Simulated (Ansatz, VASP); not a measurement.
Two plane-wave programs on Fe

```
Fe
1.0
     0.00000    1.73134    1.73134
     1.73134    0.00000    1.73134
     1.73134    1.73134    0.00000
Fe
1
Direct
  0.00000 0.00000 0.00000
```

Alike in both runs: task single point; functional LDA; k mesh 18 × 18 × 18; occupations fermi-dirac, width 0.1 eV; no spin polarisation.

```csv
,VASP,Ansatz
version,VASP 6.6.1,Ansatz 0.2.0
potentials or method,"VASP PAW LDA potentials, release 64 (Fe), cutoff 520 eV","plane waves (420 eV) with PAW, scalar-relativistic"
valence electrons in the cell,8,16
```

VASP gave:

| Quantity | Value |
| --- | --- |
| pressure (GPa) | -22.1 |

**Question.** What did Ansatz give for the same quantities?

**Answer.** Pressure (GPa): -22.0.

Ansatz warns that its potentials were made for another functional, while VASP's fit it. LDA's correlation is that of Perdew and Zunger in VASP and of Perdew and Wang (1992) in Ansatz. VASP's potentials hold 8 valence electrons a cell and Ansatz's 16, so a difference there can come from the potentials and not from the codes.
